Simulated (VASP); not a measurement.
# Pt (Im-3m) in VASP: further runs

Runs on Pt. Level: PBE. Tasks: single point.

All numbers are computed with VASP 6.6.1; they aren't measurements. Logs are shortened: lines on timing, memory, paths and dates and some standing lists are left out, and cuts for length are marked.

### Step 1. The cell of the first run

The structure is cubic, space group Im-3m (No. 229). Conventional cell: a = 3.143 Å, b = 3.143 Å, c = 3.143 Å, α = 90.00°, β = 90.00°, γ = 90.00°. Pt (site symmetry m-3m) has 14 Pt at 2.72 to 3.14 Å within 3.6 Å.

### Step 2. Single point, PBE

INCAR

```
SYSTEM = Pt
PREC     = Accurate       ! precision mode
ENCUT    = 520            ! plane-wave cutoff, eV
EDIFF    = 1E-6           ! SCF threshold, eV
ISMEAR   = 1              ! smearing method
SIGMA    = 0.05           ! smearing width, eV
LREAL    = .False.        ! projectors in reciprocal space
LASPH    = .True.         ! aspherical terms in the spheres
NELM     = 100            ! most SCF steps
ALGO     = Normal         ! electronic algorithm
ISIF     = 2              ! what is computed and relaxed
LWAVE    = .False.        ! write WAVECAR
LCHARG   = .False.        ! write CHGCAR
GGA      = PE             ! functional
NBANDS   = 11             ! bands
```

KPOINTS

```
regular mesh
0
Gamma
  19 19 19
  0 0 0
```

POSCAR

```
Pt
1.0
    1.5713661310      1.5713661310      1.5713661310
   -1.5713661310      1.5713661310      1.5713661310
   -1.5713661310     -1.5713661310      1.5713661310
Pt
1
Direct
    0.0000000000      0.0000000000      0.0000000000
```

Potentials or basis: VASP PAW PBE potentials, release 64 (Pt).

Run with:

```
$ cat potpaw_PBE.64/Pt/POTCAR > POTCAR
$ mpirun -np 1 vasp_std > vasp.out
```

OUTCAR:

```text
SYSTEM = Pt
   PREC = Accurate
   ENCUT = 520
   EDIFF = 1E-6
   ISMEAR = 1
   LREAL = .False.
   LASPH = .True.
   NELM = 100
   ISIF = 2
   GGA = PE

 ion  position               nearest neighbor table
   1  0.000  0.000  0.000-

  LATTYP: Found a body centered cubic cell.
 ALAT       =     3.1427322620

  Lattice vectors:

 A1 = (   1.5713661310,  -1.5713661310,  -1.5713661310)
 A2 = (   1.5713661310,   1.5713661310,   1.5713661310)
 A3 = (  -1.5713661310,  -1.5713661310,   1.5713661310)

Analysis of symmetry for initial positions (statically):
=====================================================================
 Subroutine PRICEL returns:
 Original cell was already a primitive cell.

 Routine SETGRP: Setting up the symmetry group for a
 body centered cubic supercell.

 Subroutine GETGRP returns: Found 48 space group operations
 (whereof 48 operations were pure point group operations)
 out of a pool of 48 trial point group operations.

The static configuration has the point symmetry O_h .

Analysis of symmetry for dynamics (positions and initial velocities):
=====================================================================
 Subroutine PRICEL returns:
 Original cell was already a primitive cell.

 Routine SETGRP: Setting up the symmetry group for a
 body centered cubic supercell.

 Subroutine GETGRP returns: Found 48 space group operations
 (whereof 48 operations were pure point group operations)
 out of a pool of 48 trial point group operations.

The dynamic configuration has the point symmetry O_h .

 Subroutine INISYM returns: Found 48 space group operations
 (whereof 48 operations are pure point group operations),
 and found     1 'primitive' translations

----------------------------------------------------------------------------------------

                                     Primitive cell

  volume of cell :      15.5200

  direct lattice vectors                    reciprocal lattice vectors
     1.571366131  1.571366131  1.571366131     0.318194462  0.000000000  0.318194462
    -1.571366131  1.571366131  1.571366131    -0.318194462  0.318194462  0.000000000
    -1.571366131 -1.571366131  1.571366131     0.000000000 -0.318194462  0.318194462

  length of vectors
     2.721685976  2.721685976  2.721685976     0.449994923  0.449994923  0.449994923

  position of ions in fractional coordinates (direct lattice)
     0.000000000  0.000000000  0.000000000

  ion indices of the primitive-cell ions
   primitive index   ion index
                 1           1

----------------------------------------------------------------------------------------

 KPOINTS: regular mesh

Automatic generation of k-mesh.
 Grid dimensions read from file:
 generate k-points for:   19   19   19

 Generating k-lattice:

  Cartesian coordinates                     Fractional coordinates (reciprocal lattice)
     0.016747077  0.000000000  0.016747077     0.052631579  0.000000000  0.000000000
    -0.016747077  0.016747077  0.000000000     0.000000000  0.052631579  0.000000000
     0.000000000 -0.016747077  0.016747077     0.000000000  0.000000000  0.052631579

  Length of vectors
     0.023683943  0.023683943  0.023683943

  Shift w.r.t. Gamma in fractional coordinates (k-lattice)
     0.000000000  0.000000000  0.000000000

 Subroutine IBZKPT returns following result:
 ===========================================

 Found    220 irreducible k-points:

 Following reciprocal coordinates:
            Coordinates               Weight
  0.000000  0.000000  0.000000      1.000000
  0.052632  0.000000  0.000000     12.000000
  0.105263  0.000000  0.000000     12.000000
  0.157895  0.000000  0.000000     12.000000
  0.210526  0.000000  0.000000     12.000000
  0.263158  0.000000  0.000000     12.000000
[... 16 lines left out ...]
  0.368421  0.105263 -0.000000     48.000000
  0.421053  0.105263 -0.000000     48.000000
 [... further k-points ...]
   k-points           NKPTS =    220   k-points in BZ     NKDIM =    220   number of bands    NBANDS=     11
   number of dos      NEDOS =    301   number of ions     NIONS =      1
   total plane-waves  NPLWV =   8000
   dimension x,y,z NGX =    20 NGY =   20 NGZ =   20
   dimension x,y,z NGXF=    40 NGYF=   40 NGZF=   40
   ions per type =               1
   NGX,Y,Z   is equivalent  to a cutoff of  12.22, 12.22, 12.22 a.u.
   NGXF,Y,Z  is equivalent  to a cutoff of  24.43, 24.43, 24.43 a.u.
 SYSTEM =  Pt
   PREC   = accura    normal or accurate (medium, high low for compatibility)
   ISTART =      0    job   : 0-new  1-cont  2-samecut
   ICHARG =      2    charge: 1-file 2-atom 10-const
   ISPIN  =      1    spin polarized calculation?
   LNONCOLLINEAR =      F non collinear calculations
   LSORBIT =      F    spin-orbit coupling
   LASPH  =      T    aspherical Exc in radial PAW
   ENCUT  =  520.0 eV  38.22 Ry    6.18 a.u.   5.06  5.06  5.06*2*pi/ulx,y,z
   NELM   =    100;   NELMIN=  2; NELMDL= -5     # of ELM steps
   EDIFF  = 0.1E-05   stopping-criterion for ELM
   LREAL  =      F    real-space projection
   EDIFFG = 0.1E-04   stopping-criterion for IOM
   NSW    =      0    number of steps for IOM
   IBRION =     -1    ionic relax: 0-MD 1-quasi-New 2-CG
   NFREE  =      0    steps in history (QN), initial steepest desc. (CG)
   ISIF   =      2    stress and relaxation
   ISYM   =      2    0-nonsym 1-usesym 2-fastsym
   POTIM  = 0.5000    time-step for ionic-motion
   TEBEG  =    0.0;   TEEND  =   0.0 temperature during run
   PSTRESS=    0.0 pullay stress
   NELECT =      10.0000    total number of electrons
   NUPDOWN=      -1.0000    fix difference up-down
   EMIN   =  10.00;   EMAX   =-10.00  energy-range for DOS
   EFERMI =   0.00;   METHOD = LEGACY
   ISMEAR =     1;   SIGMA  =   0.05  broadening in eV -4-tet -1-fermi 0-gaus
   EFERMI_NEDOS =   21; number of points for ismear=-14 and -15
   IALGO  =     38    algorithm
   IMIX   =      4    mixing-type and parameters
     AMIX     =   0.40;   BMIX     =  1.00
     AMIX_MAG =   1.60;   BMIX_MAG =  1.00
  volume/ion in A,a.u.               =      15.52       104.73
  Fermi-wavevector in a.u.,A,eV,Ry     =   1.413983  2.672040 27.202770  1.999347
  Thomas-Fermi vector in A             =   2.535572
   LORBIT       =      0    0 simple, 1 ext, 2 COOP (PROOUT), +10 PAW based schemes
   GGA     = PE    functional components
   LHFCALC =     F    Hartree Fock is set to
   AEXX    =    0.0000 exact exchange contribution
   IVDW    =     0    specifies the selected vdW correction
   LEPSILON=     F    determine dielectric tensor
   LRPA    =     F    only Hartree local field effects (RPA)
 non-spin polarized calculation
 Methfessel and Paxton  Order N= 1 SIGMA  =   0.05
  energy-cutoff  :      520.00
  volume of cell :       15.52
 maximum number of plane-waves:       432
   NGX = 11   NGY = 11   NGZ = 11

 number of electron      10.0000000 magnetization

 number of electron       9.9999997 magnetization

 Free energy of the ion-electron system (eV)
  ---------------------------------------------------
  ext. energy  EPLUGINS =         0.00000000
  ---------------------------------------------------
  free energy    TOTEN  =        -5.98925130 eV

  energy without entropy =       -5.98918542  energy(sigma->0) =       -5.98922934

 E-fermi :  10.5113     XC(G=0): -13.3099

 val. band max:       10.5062326016   @ k =   0.1053   0.3684   0.1053
 cond. band min:      10.5130089466   @ k =   0.4211   0.3684   0.3158
 fundamental gap:      0.0067763449
 Fermi energy:        10.5113468765

 k-point     1 :       0.0000    0.0000    0.0000
  band No.  band energies     occupation
      1       0.8384      2.00000
      2       6.9470      2.00000
      3       6.9470      2.00000
      4       6.9470      2.00000
      5       9.4941      2.00000
      6       9.4941      2.00000
      7      27.6137      0.00000
      8      27.6137      0.00000
      9      27.6137      0.00000
     10      37.8716      0.00000
     11      37.8716      0.00000

 k-point     2 :       0.0526    0.0000    0.0000
  band No.  band energies     occupation
      1       0.9535      2.00000
      2       6.9011      2.00000
      3       6.9471      2.00000
      4       7.0397      2.00000
      5       9.4334      2.00000
      6       9.4971      2.00000
      7      27.6716      0.00000
      8      27.7177      0.00000
      9      27.7841      0.00000
     10      36.1154      0.00000
     11      36.6812      0.00000

 k-point     3 :       0.1053    0.0000    0.0000
  band No.  band energies     occupation
      1       1.2904      2.00000
      2       6.7708      2.00000
      3       6.9410      2.00000
      4       7.3138      2.00000
      5       9.2844      2.00000
      6       9.5074      2.00000
      7      27.7777      0.00000
      8      27.9028      0.00000
      9      28.2844      0.00000
     10      34.4934      0.00000
     11      34.9250      0.00000

 k-point     4 :       0.1579    0.0000    0.0000
  band No.  band energies     occupation
      1       1.8190      2.00000
      2       6.5761      2.00000
      3       6.9196      2.00000
      4       7.7579      2.00000
      5       9.1284      2.00000
      6       9.5286      2.00000
      7      27.7112      0.00000
      8      27.7168      0.00000
      9      29.0837      0.00000
     10      33.4961      0.00000
     11      33.5009      0.00000

 k-point     5 :       0.2105    0.0000    0.0000
  band No.  band energies     occupation
      1       2.4736      2.00000
      2       6.3440      2.00000
      3       6.9119      2.00000
      4       8.3505      2.00000
      5       9.0466      2.00000
      6       9.5639      2.00000
      7      26.5770      0.00000
      8      27.2220      0.00000
      9      30.1335      0.00000
     10      33.0588      0.00000
     11      33.4143      0.00000
[... 211 lines left out ...]
 k-point    21 :       0.2632    0.1053   -0.0000
  band No.  band energies     occupation
      1       2.7694      2.00000
      2       6.3903      2.00000
      3       6.6247      2.00000
      4       8.7527      2.00000
      5       8.9114      2.00000
      6       9.6710      2.00000
      7      26.5545      0.00000
      8      27.1307      0.00000
      9      29.6118      0.00000
     10      30.7603      0.00000
     11      33.7345      0.00000

 k-point    22 :       0.3158    0.1053    0.0000
  band No.  band energies     occupation
      1       3.4223      2.00000
      2       6.1593      2.00000
      3       6.6741      2.00000
      4       8.9161      2.00000
      5       9.5179      2.00000
      6       9.7659      2.00000
      7      24.5986      0.00000
      8      26.3359      0.00000
      9      29.4252      0.00000
     10      30.7207      0.00000
     11      34.5910      0.00000

 k-point    23 :       0.3684    0.1053   -0.0000
  band No.  band energies     occupation
      1       3.8937      2.00000
      2       5.9428      2.00000
      3       7.0103      2.00000
      4       9.0268      2.00000
      5       9.7801      2.00000
      6      10.4466      2.06955
      7      22.4221      0.00000
      8      25.4598      0.00000
      9      28.2993      0.00000
     10      31.8232      0.00000
     11      35.5272      0.00000

 k-point    24 :       0.4211    0.1053   -0.0000
  band No.  band energies     occupation
      1       4.0819      2.00000
      2       5.7672      2.00000
      3       7.6652      2.00000
      4       9.1914      2.00000
      5       9.8753      2.00000
      6      11.3634     -0.00000
      7      20.2762      0.00000
      8      24.6861      0.00000
      9      27.2104      0.00000
     10      32.9632      0.00000
     11      35.7304      0.00000

 [... further k-points ...]

------------------------ aborting loop because EDIFF is reached ----------------------------------------

  FORCE on cell =-STRESS in cart. coord.  units (eV):
  Direction    XX          YY          ZZ          XY          YZ          ZX
  --------------------------------------------------------------------------------------
  -------------------------------------------------------------------------------------
  Total        0.4482980      0.4482980      0.4482980     -0.0000000     -0.0000000     -0.0000000
  in kB       46.2791353     46.2791353     46.2791353     -0.0000000     -0.0000000     -0.0000000
  external PRESSURE =      46.2791353 kB  Pullay stress =       0.0000000 kB

 VOLUME and BASIS-vectors are now :
 -----------------------------------------------------------------------------
  energy-cutoff  :      520.00
  volume of cell :       15.52
      direct lattice vectors                 reciprocal lattice vectors
     1.571366131  1.571366131  1.571366131     0.318194462  0.000000000  0.318194462
    -1.571366131  1.571366131  1.571366131    -0.318194462  0.318194462  0.000000000
    -1.571366131 -1.571366131  1.571366131     0.000000000 -0.318194462  0.318194462

 POSITION                                       TOTAL-FORCE (eV/Angst)
 -----------------------------------------------------------------------------------
      0.00000      0.00000      0.00000        -0.000000     -0.000000     -0.000000
 -----------------------------------------------------------------------------------
    total drift:                                0.000000     -0.000000     -0.000000

  FREE ENERGIE OF THE ION-ELECTRON SYSTEM (eV)
  ---------------------------------------------------
  free  energy   TOTEN  =        -5.9892512995 eV

  energy  without entropy=       -5.9891854185  energy(sigma->0) =       -5.98922934
```

It took 48 s on 1 thread of AMD EPYC, shared host; peak memory 0.12 GiB.

What came out:

```yaml
Free_energy: -5.9893 eV
Pressure: 4.6 GPa
Band_gap_on_the_k_mesh: zero (band 5 reaches 11.50 eV, above the bottom of band 6 at 9.37 eV)
```

Levels at points of the mesh, in eV from the Fermi level:
```tsv
k point	band 1	band 2	band 3	band 4	band 5	band 6	band 7	band 8	band 9	band 10
(0.00, 0.00, 0.00)	-9.67	-3.56	-3.56	-3.56	-1.02	-1.02	17.10	17.10	17.10	27.36
```

Caveat: spin-orbit coupling is left out, which moves the levels of the heavy elements.

### Step 3. Single point, PBE

This run uses another cell than the first one, of 15.84 Å³/atom, 1.020 times its volume.

INCAR

```
SYSTEM = Pt
  PREC = Accurate
  ENCUT = 520
  EDIFF = 1E-7
  ISMEAR = 1
  SIGMA = 0.05
  LREAL = .False.
  LASPH = .True.
  NELM = 80
  ALGO = Normal
  ISIF = 2
  LWAVE = .False.
  LCHARG = .False.
  GGA = PE
  NBANDS = 11
```

KPOINTS

```
Automatic mesh
0
Gamma
  19 19 19
  0 0 0
```

POSCAR

```
Pt
1.0
    1.5819837918      1.5819837918      1.5819837918
   -1.5819837918      1.5819837918      1.5819837918
   -1.5819837918     -1.5819837918      1.5819837918
Pt
1
Direct
    0.0000000000      0.0000000000      0.0000000000
```

Potentials or basis: VASP PAW PBE potentials, release 64 (Pt).

Run with:

```
$ cat potpaw_PBE.64/Pt/POTCAR > POTCAR
$ mpirun -np 1 vasp_std > vasp.out
```

It took 48 s on 1 thread of AMD EPYC, shared host; peak memory 0.12 GiB.

The run converged. Its results:

```yaml
Free_energy: -5.9935 eV
Pressure: -0.4 GPa
Band_gap_on_the_k_mesh: zero (band 5 reaches 11.10 eV, above the bottom of band 6 at 9.05 eV)
```

Levels at points of the mesh, in eV from the Fermi level:
```tsv
k point	band 1	band 2	band 3	band 4	band 5	band 6	band 7	band 8	band 9	band 10
(0.00, 0.00, 0.00)	-9.46	-3.45	-3.45	-3.45	-0.98	-0.98	17.11	17.11	17.11	27.11
```

Caveat: spin-orbit coupling is left out, which moves the levels of the heavy elements.
